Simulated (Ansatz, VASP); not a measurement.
# Ba in VASP and in Ansatz

File INCAR:

```
  PREC = Accurate
  ENCUT = 520
  EDIFF = 1E-6
  ISMEAR = -1
  SIGMA = 0.1
  LREAL = F
  LASPH = T
  NELM = 60
  ALGO = Normal
  ISIF = 2
  LWAVE = F
  LCHARG = F
  GGA = PE
  NBANDS = 11
```

File KPOINTS:

```
regular mesh
0
Gamma
  10 10 10
```

POSCAR

```
Ba
1.0
    0.0000000000      3.0920849283      3.0920849283
    3.0920849283      0.0000000000      3.0920849283
    3.0920849283      3.0920849283      0.0000000000
Ba
1
Direct
    0.0000000000      0.0000000000      0.0000000000
```

Input for Ansatz:

```yaml
crystal:
  lattice:
    - [0.0, 3.0920849283, 3.0920849283]
    - [3.0920849283, 0.0, 3.0920849283]
    - [3.0920849283, 3.0920849283, 0.0]
  atoms:
    - { symbol: Ba, position: [0.0, 0.0, 0.0] }
kpoints:
  mp_grid: { grid: [10, 10, 10] }
scf:
  occupations: { method: fermi_dirac, width: 0.1 }
hamiltonian:
  xc: pbe
  pseudopotentials: { kind: all_electron, lapw: { basis_error: 0.001 } }
output:
  forces: true
  stress: true
  eigenvalues: true
  populations: true
```

Change from the starting cell: volume scaled by 0.92, LAPW.

Alike in both runs: task single point; functional PBE; k mesh 10 × 10 × 10; occupations fermi-dirac, width 0.1 eV; no spin polarisation.

|  | VASP | Ansatz |
| --- | --- | --- |
| version | VASP 6.6.1 | Ansatz 0.2.0 |
| potentials or method | VASP PAW PBE potentials, release 64 (Ba_sv), cutoff 520 eV | all-electron LAPW, scalar-relativistic |

Ansatz gave:

```
pressure (GPa) : 0.7
```

Task: What did VASP give for the same quantities?

Result: Pressure (GPa): 0.8.

Ansatz ran all-electron here, and VASP with PAW potentials.

Neither program's run includes spin-orbit coupling.
